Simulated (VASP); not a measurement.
Tc: single point with PBE

The system is Tc.

```
Tc
1.0
     2.74000    0.00000    0.00000
    -1.37000    2.37291    0.00000
     0.00000    0.00000    4.39800
Tc
2
Direct
  0.33333 0.66667 0.25000
  0.66667 0.33333 0.75000
```

| Item | Value |
| --- | --- |
| Program | VASP 6.6.1 |
| Task | single point |
| Functional | PBE |
| Potentials or basis | VASP PAW PBE potentials, release 64 (Tc_pv) |
| Cutoff | 520 eV |
| k mesh | 9 × 9 × 4 |
| Occupations | gaussian, width 0.1 eV |
| Spin | no spin polarisation |
| Dipole correction | no |
| Further INCAR settings | ALGO = Fast; EDIFF = 1e-06; NBANDS = 20 |

- Pressure: 2.3 GPa
- Band gap on the k mesh: zero (bands 13 and 14 overlap by 3.12 eV)

Stress tensor (GPa, compression positive):
```
 3.53  0.00  0.00
 0.00  3.53  0.00
 0.00  0.00 -0.16
```

Levels at points of the mesh, in eV from the Fermi level:
| k point | band 10 | band 11 | band 12 | band 13 | band 14 | band 15 | band 16 | band 17 |
| --- | --- | --- | --- | --- | --- | --- | --- | --- |
| (0.00, 0.00, 0.00) | -1.55 | -1.49 | -0.84 | -0.84 | -0.11 | -0.11 | 1.67 | 2.54 |
| (0.00, 0.00, 0.50) | -1.88 | -1.68 | -1.68 | -1.68 | -1.68 | 1.87 | 1.87 | 1.87 |

Run time: 8.7 s on 1 thread of Intel(R) Xeon(R) 6975P-C (Granite Rapids) (shared host), peak memory 0.14 GiB.
